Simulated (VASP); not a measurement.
# BN in VASP: further runs

BN is run at these levels: PBE+D3(BJ); tasks: single point.

All numbers are computed with VASP 6.6.1; they aren't measurements. Logs are shortened: lines on timing, memory, paths and dates and some standing lists are left out, and cuts for length are marked.

## Step 1: The cell of the first run

The cell holds a slab with vacuum, 2 atoms: a = 2.416 Å, b = 2.416 Å, c = 26.000 Å, α = 90.00°, β = 90.00°, γ = 120.00°.

## Step 2: Single point, PBE+D3(BJ)

INCAR

```
SYSTEM = BN
PREC = Accurate
ENCUT = 520
EDIFF = 1E-7
ISMEAR = 0
SIGMA = 0.02
LREAL = .False.
LASPH = .True.
NELM = 60
ALGO = Normal
ISIF = 2
LWAVE = .False.
LCHARG = .False.
LDIPOL = .True.
IDIPOL = 3
DIPOL = 0.5 0.5 0.500
GGA = PE
IVDW = 12
NBANDS = 11
```

KPOINTS

```
Automatic mesh
0
Gamma
  12 12 1
  0 0 0
```

POSCAR

```
BN
1.0
    2.4160000000      0.0000000000      0.0000000000
   -1.2080000000      2.0923173755      0.0000000000
    0.0000000000      0.0000000000     26.0000000000
B N
1 1
Direct
    0.0000000000      0.0000000000      0.5109807692
    0.6666666667      0.3333333333      0.4890192308
```

Potentials or basis: VASP PAW PBE potentials, release 64 (B, N).

Run with:

```console
cat potpaw_PBE.64/B/POTCAR potpaw_PBE.64/N/POTCAR > POTCAR
mpirun -np 1 vasp_std > vasp.out
```

OUTCAR:

```text
SYSTEM = BN
   PREC = Accurate
   ENCUT = 520
   EDIFF = 1E-7
   ISMEAR = 0
   LREAL = .False.
   LASPH = .True.
   NELM = 60
   ISIF = 2
   GGA = PE
   IVDW = 12
 IVDW          = 12

 ion  position               nearest neighbor table
   1  0.000  0.000  0.511-   2 1.51   2 1.51   2 1.51
   2  0.667  0.333  0.489-   1 1.51   1 1.51   1 1.51

  LATTYP: Found a hexagonal cell.
 ALAT       =     2.4160000000
 C/A-ratio  =    10.7615894040

  Lattice vectors:

 A1 = (   2.4160000000,   0.0000000000,   0.0000000000)
 A2 = (  -1.2080000000,   2.0923173755,   0.0000000000)
 A3 = (   0.0000000000,   0.0000000000,  26.0000000000)

Analysis of symmetry for initial positions (statically):
=====================================================================
 Subroutine PRICEL returns:
 Original cell was already a primitive cell.

 Routine SETGRP: Setting up the symmetry group for a
 hexagonal supercell.

 Subroutine GETGRP returns: Found  6 space group operations
 (whereof  6 operations were pure point group operations)
 out of a pool of 24 trial point group operations.

The static configuration has the point symmetry C_3v.

Analysis of symmetry for dynamics (positions and initial velocities):
=====================================================================
 Subroutine PRICEL returns:
 Original cell was already a primitive cell.

 Routine SETGRP: Setting up the symmetry group for a
 hexagonal supercell.

 Subroutine GETGRP returns: Found  6 space group operations
 (whereof  6 operations were pure point group operations)
 out of a pool of 24 trial point group operations.

The dynamic configuration has the point symmetry C_3v.

 Subroutine INISYM returns: Found  6 space group operations
 (whereof  6 operations are pure point group operations),
 and found     1 'primitive' translations

----------------------------------------------------------------------------------------

                                     Primitive cell

  volume of cell :     131.4310

  direct lattice vectors                    reciprocal lattice vectors
     2.416000000  0.000000000  0.000000000     0.413907285  0.238969482  0.000000000
    -1.208000000  2.092317375  0.000000000     0.000000000  0.477938965  0.000000000
     0.000000000  0.000000000 26.000000000     0.000000000  0.000000000  0.038461538

  length of vectors
     2.416000000  2.416000000 26.000000000     0.477938965  0.477938965  0.038461538

  position of ions in fractional coordinates (direct lattice)
     0.000000000  0.000000000  0.510980769
     0.666666667  0.333333333  0.489019231

  ion indices of the primitive-cell ions
   primitive index   ion index
                 1           1
                 2           2

----------------------------------------------------------------------------------------

 KPOINTS: Automatic mesh

Automatic generation of k-mesh.
 Grid dimensions read from file:
 generate k-points for:   12   12    1

 Generating k-lattice:

  Cartesian coordinates                     Fractional coordinates (reciprocal lattice)
     0.034492274  0.019914124  0.000000000     0.083333333  0.000000000  0.000000000
     0.000000000  0.039828247  0.000000000     0.000000000  0.083333333  0.000000000
     0.000000000  0.000000000  0.038461538     0.000000000  0.000000000  1.000000000

  Length of vectors
     0.039828247  0.039828247  0.038461538

  Shift w.r.t. Gamma in fractional coordinates (k-lattice)
     0.000000000  0.000000000  0.000000000

 Subroutine IBZKPT returns following result:
 ===========================================

 Found     19 irreducible k-points:

 Following reciprocal coordinates:
            Coordinates               Weight
  0.000000  0.000000  0.000000      1.000000
  0.083333  0.000000  0.000000      6.000000
  0.166667  0.000000  0.000000      6.000000
  0.250000  0.000000  0.000000      6.000000
  0.333333  0.000000  0.000000      6.000000
  0.416667  0.000000  0.000000      6.000000
[... 11 lines left out ...]
  0.333333  0.250000  0.000000     12.000000
  0.333333  0.333333  0.000000      2.000000
   k-points           NKPTS =     19   k-points in BZ     NKDIM =     19   number of bands    NBANDS=     11
   number of dos      NEDOS =    301   number of ions     NIONS =      2
   total plane-waves  NPLWV =  63504
   dimension x,y,z NGX =    18 NGY =   18 NGZ =  196
   dimension x,y,z NGXF=    36 NGYF=   36 NGZF=  392
   ions per type =               1   1
   NGX,Y,Z   is equivalent  to a cutoff of  12.39, 12.39, 12.53 a.u.
   NGXF,Y,Z  is equivalent  to a cutoff of  24.77, 24.77, 25.06 a.u.
 SYSTEM =  BN
   PREC   = accura    normal or accurate (medium, high low for compatibility)
   ISTART =      0    job   : 0-new  1-cont  2-samecut
   ICHARG =      2    charge: 1-file 2-atom 10-const
   ISPIN  =      1    spin polarized calculation?
   LNONCOLLINEAR =      F non collinear calculations
   LSORBIT =      F    spin-orbit coupling
   LASPH  =      T    aspherical Exc in radial PAW
   ENCUT  =  520.0 eV  38.22 Ry    6.18 a.u.   4.49  4.49 48.34*2*pi/ulx,y,z
   NELM   =     60;   NELMIN=  2; NELMDL= -5     # of ELM steps
   EDIFF  = 0.1E-06   stopping-criterion for ELM
   LREAL  =      F    real-space projection
   EDIFFG = 0.1E-05   stopping-criterion for IOM
   NSW    =      0    number of steps for IOM
   IBRION =     -1    ionic relax: 0-MD 1-quasi-New 2-CG
   NFREE  =      0    steps in history (QN), initial steepest desc. (CG)
   ISIF   =      2    stress and relaxation
   ISYM   =      2    0-nonsym 1-usesym 2-fastsym
   POTIM  = 0.5000    time-step for ionic-motion
   TEBEG  =    0.0;   TEEND  =   0.0 temperature during run
   PSTRESS=    0.0 pullay stress
   NELECT =       8.0000    total number of electrons
   NUPDOWN=      -1.0000    fix difference up-down
   EMIN   =  10.00;   EMAX   =-10.00  energy-range for DOS
   EFERMI =   0.00;   METHOD = LEGACY
   ISMEAR =     0;   SIGMA  =   0.02  broadening in eV -4-tet -1-fermi 0-gaus
   EFERMI_NEDOS =   21; number of points for ismear=-14 and -15
   IALGO  =     38    algorithm
   IMIX   =      4    mixing-type and parameters
     AMIX     =   0.40;   BMIX     =  1.00
     AMIX_MAG =   1.60;   BMIX_MAG =  1.00
  volume/ion in A,a.u.               =      65.72       443.47
  Fermi-wavevector in a.u.,A,eV,Ry     =   0.643980  1.216945  5.642471  0.414710
  Thomas-Fermi vector in A             =   1.711158
   LORBIT       =      0    0 simple, 1 ext, 2 COOP (PROOUT), +10 PAW based schemes
   GGA     = PE    functional components
   LHFCALC =     F    Hartree Fock is set to
   AEXX    =    0.0000 exact exchange contribution
   IVDW    =    12    specifies the selected vdW correction
   LEPSILON=     F    determine dielectric tensor
   LRPA    =     F    only Hartree local field effects (RPA)
 non-spin polarized calculation
 Gauss-broadening in eV      SIGMA  =   0.02
  energy-cutoff  :      520.00
  volume of cell :      131.43
 maximum number of plane-waves:      3607
 NGX is ok and might be reduce to    18
   NGX =  9   NGY =  9   NGZ = 97

 number of electron       8.0000002 magnetization

 dipolmoment           0.000000      0.000000     -0.091777 electrons x Angstroem

 Free energy of the ion-electron system (eV)
  ---------------------------------------------------
  ext. energy  EPLUGINS =         0.00000000
  ---------------------------------------------------
  free energy    TOTEN  =       -15.10626442 eV

  energy without entropy =      -15.10626442  energy(sigma->0) =      -15.10626442

 E-fermi :  -3.4725     XC(G=0):  -1.7742

 val. band max:       -3.5693173184   @ k =   0.0000   0.0000   0.0000
 cond. band min:      -2.8132047456   @ k =   0.0000   0.0000   0.0000
 fundamental gap:      0.7561125728
 Fermi energy:        -3.4725103322

 k-point     1 :       0.0000    0.0000    0.0000
  band No.  band energies     occupation
      1     -22.1924      2.00000
      2     -10.2991      2.00000
      3      -3.5693      2.00000
      4      -3.5693      2.00000
      5      -2.8132      0.00000
      6      -0.4477      0.00000
      7       0.1288      0.00000
      8       1.1959      0.00000
      9       2.4022      0.00000
     10       2.8835      0.00000
     11       3.2353      0.00000

 k-point     2 :       0.0833    0.0000    0.0000
  band No.  band energies     occupation
      1     -22.0359      2.00000
      2     -10.1158      2.00000
      3      -4.2872      2.00000
      4      -3.8516      2.00000
      5      -2.6106      0.00000
      6      -0.2158      0.00000
      7       0.3584      0.00000
      8       1.4253      0.00000
      9       2.6379      0.00000
     10       3.1018      0.00000
     11       3.4703      0.00000

 k-point     3 :       0.1667    0.0000    0.0000
  band No.  band energies     occupation
      1     -21.5731      2.00000
      2      -9.5801      2.00000
      3      -5.9899      2.00000
      4      -4.5337      2.00000
      5      -2.1392      0.00000
      6       0.4740      0.00000
      7       1.0423      0.00000
      8       2.1088      0.00000
      9       3.3446      0.00000
     10       3.7384      0.00000
     11       4.1751      0.00000
[... 197 lines left out ...]
 k-point    18 :       0.3333    0.2500    0.0000
  band No.  band energies     occupation
      1     -17.9318      2.00000
      2     -11.7307      2.00000
      3      -9.8353      2.00000
      4      -5.1701      2.00000
      5      -1.0893      0.00000
      6       4.6251      0.00000
      7       7.3595      0.00000
      8       8.4735      0.00000
      9       9.0162      0.00000
     10       9.9037      0.00000
     11      10.4818      0.00000

 k-point    19 :       0.3333    0.3333    0.0000
  band No.  band energies     occupation
      1     -17.6760      2.00000
      2     -11.2026      2.00000
      3     -10.9626      2.00000
      4      -4.8866      2.00000
      5      -1.0312      0.00000
      6       4.2638      0.00000
      7       7.9876      0.00000
      8      10.4170      0.00000
      9      10.4325      0.00000
     10      11.0023      0.00000
     11      11.2609      0.00000

------------------------ aborting loop because EDIFF is reached ----------------------------------------

 vacuum level on the upper side and lower side of the slab       (xc-potential included)        -1.675         1.598

 Edisp (eV)   -0.16433

 E8    (eV) :    -0.0526

  FORCE on cell =-STRESS in cart. coord.  units (eV):
  Direction    XX          YY          ZZ          XY          YZ          ZX
  --------------------------------------------------------------------------------------
  -------------------------------------------------------------------------------------
  Total       3.53994     3.53994    -4.72814     0.00000    -0.00000     0.00000
  in kB      43.15281    43.15281   -57.63722     0.00000    -0.00000     0.00000
  external pressure =        9.56 kB  Pullay stress =        0.00 kB

 VOLUME and BASIS-vectors are now :
 -----------------------------------------------------------------------------
  energy-cutoff  :      520.00
  volume of cell :      131.43
      direct lattice vectors                 reciprocal lattice vectors
     2.416000000  0.000000000  0.000000000     0.413907285  0.238969482  0.000000000
    -1.208000000  2.092317375  0.000000000     0.000000000  0.477938965  0.000000000
     0.000000000  0.000000000 26.000000000     0.000000000  0.000000000  0.038461538

 POSITION                                       TOTAL-FORCE (eV/Angst)
 -----------------------------------------------------------------------------------
      0.00000      0.00000     13.28550        -0.000000      0.000000     -8.259067
      1.20800      0.69744     12.71450         0.000000     -0.000000      8.259067
 -----------------------------------------------------------------------------------
    total drift:                                0.000000      0.000000      0.000026

  FREE ENERGIE OF THE ION-ELECTRON SYSTEM (eV)
  ---------------------------------------------------
  free  energy   TOTEN  =       -15.2705910446 eV

  energy  without entropy=      -15.2705910446  energy(sigma->0) =      -15.27059104

 vacuum level on the upper side and lower side of the slab        -0.620         2.678
```

Run time: 42 s. Hardware: 1 thread of Intel Xeon Platinum 8559C (Emerald Rapids), shared host; peak memory 0.24 GiB.

What came out:

```yaml
Free_energy: -15.2706 eV
Largest_force: 8.259 eV/Å
Band_gap_on_the_k_mesh: 0.76 eV
Dispersion_energy_per_atom: -0.082 eV
```

Forces on the atoms (eV/Å):
```
B    0.000  0.000 -8.259
N    0.000  0.000  8.259
```

## Step 3: Single point, PBE+D3(BJ)

INCAR

```
SYSTEM = BN
PREC     = Accurate       ! precision mode
ENCUT    = 520            ! plane-wave cutoff, eV
EDIFF    = 1E-6           ! SCF threshold, eV
ISMEAR   = 0              ! smearing method
SIGMA    = 0.02           ! smearing width, eV
LREAL    = .False.        ! projectors in reciprocal space
LASPH    = .True.         ! aspherical terms in the spheres
NELM     = 80             ! most SCF steps
ALGO     = Normal         ! electronic algorithm
ISIF     = 2              ! what is computed and relaxed
LWAVE    = .False.        ! write WAVECAR
LCHARG   = .True.         ! write CHGCAR
LDIPOL   = .True.       
IDIPOL   = 3            
DIPOL    = 0.5 0.5 0.500
GGA      = PE             ! functional
IVDW     = 12             ! dispersion correction
LELF     = .True.         ! ELF
LVHAR    = .True.       
LVACPOTAV= .True.       
NBANDS   = 11             ! bands
```

KPOINTS

```
regular mesh
0
Gamma
  12 12 1
  0 0 0
```

POSCAR

```
BN
1.0
    2.4160000000      0.0000000000      0.0000000000
   -1.2080000000      2.0923173755      0.0000000000
    0.0000000000      0.0000000000     26.0000000000
B N
1 1
Direct
    0.0000000000      0.0000000000      0.5164807692
    0.6666666667      0.3333333333      0.4835192308
```

Potentials or basis: VASP PAW PBE potentials, release 64 (B, N).

Run with:

```console
cat potpaw_PBE.64/B/POTCAR potpaw_PBE.64/N/POTCAR > POTCAR
mpirun -np 1 vasp_std > vasp.out
```

It took 50 s on 1 thread of Intel Xeon Platinum 8559C (Emerald Rapids), shared host; peak memory 0.24 GiB.

The run converged. Its results:

| Item | Value |
| --- | --- |
| Free energy | -12.7449 eV |
| Largest force | 7.718 eV/Å |
| Band gap on the k mesh | zero (bands 4 and 5 overlap by 0.88 eV) |
| Dispersion energy per atom | -0.081 eV |

Forces in eV/Å, atoms in the order of the input:
```
B    0.000  0.000 -7.718
N    0.000  0.000  7.718
```

Levels at points of the mesh, in eV from the Fermi level:
```tsv
k point	band 1	band 2	band 3	band 4	band 5	band 6	band 7	band 8	band 9
(0.00, 0.00, 0.00)	-18.49	-7.35	-0.96	0.88	0.88	3.97	4.82	5.82	6.56
(0.50, 0.00, 0.00)	-14.44	-8.85	-2.86	-1.89	0.49	5.52	10.67	10.75	11.51
```

## Step 4: Single point, PBE+D3(BJ)

INCAR

```
  ALGO = Normal
  DIPOL = 0.5 0.5 0.500
  EDIFF = 1E-6
  ENCUT = 520
  GGA = PE
  IDIPOL = 3
  ISIF = 2
  ISMEAR = 0
  IVDW = 12
  LASPH = True
  LCHARG = True
  LDIPOL = True
  LELF = True
  LREAL = False
  LVACPOTAV = True
  LVHAR = True
  LWAVE = False
  NBANDS = 11
  NELM = 80
  PREC = Accurate
  SIGMA = 0.02
```

KPOINTS

```
k-points
0
Gamma
  12 12 1
```

POSCAR

```
BN
1.0
    2.4160000000      0.0000000000      0.0000000000
   -1.2080000000      2.0923173755      0.0000000000
    0.0000000000      0.0000000000     26.0000000000
B N
1 1
Direct
    0.0000000000      0.0000000000      0.5027500000
    0.6666666667      0.3333333333      0.4972500000
```

Run with:

```console
cat potpaw_PBE.64/B/POTCAR potpaw_PBE.64/N/POTCAR > POTCAR
mpirun -np 1 vasp_std > vasp.out
```

Run time: 39 s. Hardware: 1 thread of Intel Xeon Platinum 8559C (Emerald Rapids), shared host; peak memory 0.24 GiB.

The run converged. Its results:

```
Free energy                : -17.4305 eV
Largest force              : 1.942 eV/Å
Band gap on the k mesh     : 4.13 eV (least direct gap 4.83 eV)
Dispersion energy per atom : -0.083 eV
```

Forces on the atoms (eV/Å):
```
B    0.000  0.000 -1.942
N    0.000  0.000  1.942
```

Levels at points of the mesh, in eV from the valence-band top:
| k point | band 1 | band 2 | band 3 | band 4 | band 5 | band 6 | band 7 | band 8 |
| --- | --- | --- | --- | --- | --- | --- | --- | --- |
| (0.00, 0.00, 0.00) | -18.28 | -5.79 | -1.03 | -1.03 | 4.13 | 5.25 | 5.71 | 6.20 |
| (0.50, 0.00, 0.00) | -14.84 | -9.25 | -4.12 | -0.99 | 4.79 | 10.72 | 12.69 | 13.09 |

## Step 5: Single point, PBE+D3(BJ)

INCAR

```
PREC = Accurate
ENCUT = 520
EDIFF = 1E-6
ISMEAR = 0
SIGMA = 0.02
LREAL = F
LASPH = T
NELM = 100
ALGO = Normal
ISIF = 2
LWAVE = F
LCHARG = F
LDIPOL = T
IDIPOL = 3
DIPOL = 0.5 0.5 0.500
GGA = PE
IVDW = 12
NBANDS = 11
```

KPOINTS

```
Automatic mesh
0
Gamma
  12 12 1
```

POSCAR

```
BN
1.0
    2.4160000000      0.0000000000      0.0000000000
   -1.2080000000      2.0923173755      0.0000000000
    0.0000000000      0.0000000000     26.0000000000
B N
1 1
Direct
    0.0000000000      0.0000000000      0.5082500000
    0.6666666667      0.3333333333      0.4917500000
```

Run with:

```console
cat potpaw_PBE.64/B/POTCAR potpaw_PBE.64/N/POTCAR > POTCAR
mpirun -np 1 vasp_std > vasp.out
```

Run time: 41 s. Hardware: 1 thread of Intel Xeon Platinum 8559C (Emerald Rapids), shared host; peak memory 0.24 GiB.

It converged, with:

```
Free energy                : -16.2908 eV
Largest force              : 6.101 eV/Å
Band gap on the k mesh     : 2.46 eV
Dispersion energy per atom : -0.083 eV
```

Forces on the atoms (eV/Å):
```
B    0.000  0.000 -6.101
N    0.000  0.000  6.101
```

Levels at points of the mesh, in eV from the valence-band top:
```csv
k point,band 1,band 2,band 3,band 4,band 5,band 6,band 7,band 8
"(0.00, 0.00, 0.00)",-18.09,-5.83,0.00,0.00,2.46,4.28,4.89,5.92
"(0.50, 0.00, 0.00)",-14.45,-8.86,-3.06,-1.13,3.37,9.53,11.88,12.41
```

## Step 6: Single point, PBE+D3(BJ)

This run uses another cell than the first one.

INCAR

```
PREC = Accurate ; ENCUT = 520
EDIFF = 1E-6 ; ISMEAR = 0
SIGMA = 0.02 ; LREAL = False
LASPH = True ; NELM = 100
ALGO = Normal ; ISIF = 2
LWAVE = False ; LCHARG = False
LDIPOL = True ; IDIPOL = 3
DIPOL = 0.5 0.5 0.500 ; GGA = PE
IVDW = 12 ; NBANDS = 11
```

KPOINTS

```
regular mesh
0
Gamma
  12 12 1
```

POSCAR

```
BN
1.0
    2.5120000000      0.0000000000      0.0000000000
   -1.2560000000      2.1754558143      0.0000000000
    0.0000000000      0.0000000000     26.0000000000
B N
1 1
Direct
    0.0000000000      0.0000000000      0.5192307692
    0.6666666667      0.3333333333      0.4807692308
```

Potentials or basis: VASP PAW PBE potentials, release 64 (B, N).

Run with:

```console
cat potpaw_PBE.64/B/POTCAR potpaw_PBE.64/N/POTCAR > POTCAR
mpirun -np 1 vasp_std > vasp.out
```

Wall time 37 s (1 thread of AMD EPYC 7R13 (Zen 3), shared host); peak memory 0.23 GiB.

It converged, with:

```
Free energy                : -11.5320 eV
Largest force              : 7.890 eV/Å
Band gap on the k mesh     : zero (bands 4 and 5 overlap by 1.35 eV)
Dispersion energy per atom : -0.076 eV
```

Forces on the atoms (eV/Å):
```
B    0.000  0.000 -7.890
N    0.000  0.000  7.890
```

Levels at points of the mesh, in eV from the Fermi level:
| k point | band 1 | band 2 | band 3 | band 4 | band 5 | band 6 | band 7 | band 8 | band 9 |
| --- | --- | --- | --- | --- | --- | --- | --- | --- | --- |
| (0.00, 0.00, 0.00) | -16.95 | -6.84 | -1.00 | 1.32 | 1.32 | 4.29 | 5.14 | 6.15 | 6.94 |
| (0.50, 0.00, 0.00) | -13.38 | -7.49 | -2.74 | -0.99 | 0.28 | 4.56 | 9.05 | 9.29 | 11.19 |

## Step 7: Overview

| cell | gap on the mesh (eV) | largest force (eV/Å) |
| --- | --- | --- |
| a = 2.416, b = 2.416, c = 26.000 Å, angles 90.0, 90.0, 120.0°, 2 atoms, atomic positions A | 0.76 | 8.26 |
| a = 2.416, b = 2.416, c = 26.000 Å, angles 90.0, 90.0, 120.0°, 2 atoms, atomic positions B | none | 7.72 |
| a = 2.416, b = 2.416, c = 26.000 Å, angles 90.0, 90.0, 120.0°, 2 atoms, atomic positions C | 4.13 | 1.94 |
| a = 2.416, b = 2.416, c = 26.000 Å, angles 90.0, 90.0, 120.0°, 2 atoms, atomic positions D | 2.46 | 6.10 |
| a = 2.512, b = 2.512, c = 26.000 Å, angles 90.0, 90.0, 120.0°, 2 atoms, atomic positions E | none | 7.89 |

Alike in all rows: task single point; level PBE+D3(BJ); potentials or basis VASP PAW PBE potentials, release 64 (B, N); no spin polarisation; k mesh 12 × 12 × 1; cutoff (eV) 520; smearing gaussian 0.02 eV.

Absolute energies hang on the potentials; compare differences alone.
